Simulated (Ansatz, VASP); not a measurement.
WSe2: VASP beside Ansatz

```
W Se
1.0
     3.29000    0.00000    0.00000
    -1.64500    2.84922    0.00000
     0.00000    0.00000   12.97000
W Se
2 4
Direct
  0.32569 0.65773 0.24766
  0.66218 0.32880 0.74963
  0.33571 0.68104 0.62077
  0.67177 0.33211 0.12202
  0.34625 0.67400 0.87964
  0.65841 0.32632 0.38028
```

Change from the starting cell: all atoms moved at random (sigma 0.03 Å a component).

Alike in both runs: task single point; functional PBE; dispersion D3(BJ); k mesh 12 × 12 × 2; occupations gaussian, width 0.05 eV; no spin polarisation.

|  | VASP | Ansatz |
| --- | --- | --- |
| version | VASP 6.6.1 | Ansatz 0.2.0 |
| potentials or method | VASP PAW PBE potentials, release 64 (W_sv, Se), cutoff 520 eV | scalar-relativistic, plane waves, PAW |
| valence electrons in the cell | 52 | 92 |

Ansatz gave:

```
gap on the k mesh at the Fermi level (eV)                     : 0.93
least direct gap on the mesh (eV)                             : 1.52
pressure (GPa)                                                : -0.2
traceless stress, the component that is largest in VASP (GPa) : 0.78
rms of the force components (eV/Å)                            : 0.487
```

Estimate VASP's values.

gap on the k mesh at the Fermi level (eV): 0.93; least direct gap on the mesh (eV): 1.51; pressure (GPa): 0.1; traceless stress, the component that is largest in VASP (GPa): 0.78; rms of the force components (eV/Å): 0.493.

Atom by atom the forces differ by 0.023 eV/Å (rms over components). VASP's potentials hold 52 valence electrons a cell and Ansatz's 92, so a difference there can come from the potentials and not from the codes.

Spin-orbit coupling is off throughout.
